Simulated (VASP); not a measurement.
## C: single point with r2SCAN

Crystal: C.

```
CELL_PARAMETERS angstrom
2.50320 0.00000 0.00000
-1.25160 2.16783 0.00000
0.00000 0.00000 4.16887
ATOMIC_POSITIONS crystal
C 0.33333 0.66667 0.00023
C 0.66667 0.33333 0.50023
C 0.33333 0.66667 0.37477
C 0.66667 0.33333 0.87477
```

```json
{
  "Program": "VASP 6.6.1",
  "Task": "single point",
  "Functional": "r2SCAN",
  "Potentials or basis": "VASP PAW PBE potentials, release 64 (C)",
  "Cutoff": "520 eV",
  "k mesh": "9 × 9 × 6",
  "Occupations": "gaussian, width 0.01 eV",
  "Spin": "no spin polarisation",
  "Dipole correction": "no",
  "Further INCAR settings": "ALGO = Normal; EDIFF = 1e-06; NBANDS = 16"
}
```

```
Pressure               : 1.0 GPa
Largest force          : 0.009 eV/Å
Band gap on the k mesh : 3.56 eV, indirect (least direct gap 5.19 eV)
```

Forces on the atoms (eV/Å):
```
C    0.000  0.000  0.009
C    0.000  0.000  0.009
C    0.000  0.000 -0.009
C    0.000  0.000 -0.009
```

Stress tensor (GPa, compression positive):
```
1.06 0.00 0.00
0.00 1.06 0.00
0.00 0.00 0.97
```

Levels at points of the mesh, in eV from the valence-band top:
```
           k point  band 4  band 5  band 6  band 7  band 8  band 9  band 10  band 11  band 12  band 13
(0.00, 0.00, 0.00)   -3.28   -3.28   -0.50    0.00    0.00    5.19     5.19     5.58     8.47    10.03
(0.00, 0.00, 0.50)   -7.49   -1.97   -1.97   -1.97   -1.97    7.62     7.62     7.62     7.62     8.07
```

Wall time 46 s on 1 thread of AMD EPYC 9R14 (Zen 4), with other jobs on the host, peak memory 0.11 GiB.

Caveat: the PAW data sets were made with another functional, which shifts forces and pressure a little. A k mesh can miss the band edges.
